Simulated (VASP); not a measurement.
CdSe, 2 atoms in the cell. It takes space group Fm-3m (No. 225, cubic). The conventional cell has a = 5.600 Å, b = 5.600 Å, c = 5.600 Å, α = 90.00°, β = 90.00°, γ = 90.00°. Cd (site symmetry m-3m) has 6 Se at 2.80 Å within 3.7 Å. Se (site symmetry m-3m) has 6 Cd at 2.80 Å within 3.7 Å. 

```yaml
Program: VASP 6.6.1
Task: single point
Functional: PBEsol
Potentials_or_basis: VASP PAW PBE potentials, release 64 (Cd, Se)
Cutoff: 500 eV
k_mesh: 6 × 6 × 6
Occupations: fermi-dirac, width 0.05 eV
Spin: no spin polarisation
Dipole_correction: no
Further_INCAR_settings: ALGO = Normal; EDIFF = 1e-06; NBANDS = 16
```

Potentials or basis: VASP PAW PBE potentials, release 64 (Cd, Se).

Command:

```sh
$ cat potpaw_PBE.64/Cd/POTCAR potpaw_PBE.64/Se/POTCAR > POTCAR
$ mpirun -np 1 vasp_std > vasp.out
```

Hardware: 1 thread of Intel(R) Xeon(R) 6975P-C (Granite Rapids) (shared host).

**Question.** How long does it take, and how much memory?

**Answer.** Wall time 6.1 s on 1 thread of Intel(R) Xeon(R) 6975P-C (Granite Rapids), with other jobs on the host, peak memory 0.16 GiB. Counts: scf iterations 12, k points 16.
